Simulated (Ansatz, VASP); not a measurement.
# Co: VASP beside Ansatz

The input INCAR:

```
PREC = Accurate ; ENCUT = 520
EDIFF = 1E-6 ; ISMEAR = -1
SIGMA = 0.05 ; LREAL = False
LASPH = True ; NELM = 150
ALGO = Normal ; ISIF = 2
LWAVE = False ; LCHARG = False
ISPIN = 2 ; MAGMOM = 1.558 1.558
LORBIT = 11 ; LMAXMIX = 4
NBANDS = 20
```

File KPOINTS:

```
Automatic mesh
0
Gamma
  24 24 13
```

File POSCAR:

```
Co
1.0
    2.4904578918      0.0000000000      0.0000000000
   -1.2452289459      2.1567998014      0.0000000000
    0.0000000000      0.0000000000      4.0249907663
Co
2
Direct
    0.3333333333      0.6666666667      0.2500000000
    0.6666666667      0.3333333333      0.7500000000
```

Input for Ansatz:

```yaml
crystal:
  lattice:
    - [2.4904578914, 0.0, 0.0]
    - [-1.2452289457, 2.156799801, 0.0]
    - [0.0, 0.0, 4.0249907655]
  atoms:
    - { symbol: Co, position: [0.3333333333, 0.6666666667, 0.25], spin: 1.558 }
    - { symbol: Co, position: [0.6666666667, 0.3333333333, 0.75], spin: 1.558 }
hamiltonian:
  xc: lda
  pseudopotentials:
    kind: paw
    azcp:
      Co: "pseudopotentials/Co.paw.azcp"
basis:
  ecutwfc: 420
  fft_grid_basis: typed
kpoints:
  mp_grid: { grid: [24, 24, 13], shift: [0, 0, 0] }
magnetization:
  spin_polarized: true
scf:
  occupations: { method: fermi_dirac, width: 0.05 }
output:
  stress: true
```

Alike in both runs: task single point; functional LDA; k mesh 24 × 24 × 13; occupations fermi-dirac, width 0.05 eV; collinear spin.

|  | VASP | Ansatz |
| --- | --- | --- |
| version | VASP 6.6.1 | Ansatz 0.2.0 |
| potentials or method | VASP PAW LDA potentials, release 64 (Co), cutoff 520 eV | plane waves (420 eV) with PAW, scalar-relativistic |
| valence electrons in the cell | 18 | 34 |

Ansatz gave:

```
pressure (GPa)                                                : -17.4
traceless stress, the component that is largest in VASP (GPa) : -0.32
net moment per atom (μB)                                      : 1.57
size of the moment on the site where the two differ most (μB) : 1.63
```

Q: Estimate VASP's values.

A: Pressure (GPa): -18.2; traceless stress, the component that is largest in VASP (GPa): -0.41; net moment per atom (μB): 1.55; size of the moment on the site where the two differ most (μB): 1.55.

Ansatz warns that its potentials were made for another functional, while VASP's fit it. LDA's correlation is that of Perdew and Zunger in VASP and of Perdew and Wang (1992) in Ansatz. Site moments also hang on the region over which each program counts them. VASP's potentials hold 18 valence electrons a cell and Ansatz's 34, so a difference there can come from the potentials and not from the codes.
